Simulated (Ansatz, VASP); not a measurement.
## Bi: VASP beside Ansatz

```
CELL_PARAMETERS angstrom
3.28176 0.00000 0.00000
0.00000 3.28176 0.00000
0.00000 0.00000 3.27729
ATOMIC_POSITIONS crystal
Bi 0.50000 0.50000 0.00000
```

Alike in both runs: functional PBE; k mesh 6 × 6 × 6; occupations gaussian, width 0.1 eV; no spin polarisation.

Ansatz relaxed the structure, and its values are those at the end. VASP's run is a single point on that final structure, the one shown.

```csv
,VASP,Ansatz
version,VASP 6.6.1,Ansatz 0.2.0
potentials or method,"VASP PAW PBE potentials, release 64 (Bi_d), cutoff 520 eV","scalar-relativistic, plane waves, PAW"
valence electrons in the cell,15,15
```

|  | VASP | Ansatz | Ansatz less VASP |
| --- | --- | --- | --- |
| gap on the k mesh at the Fermi level (eV) | none | none | - |
| pressure (GPa) | -0.1 | 0.0 | +0.01 |

A gap of «none» marks a metal or a gap that the smearing closes.

Spin-orbit coupling is off throughout.
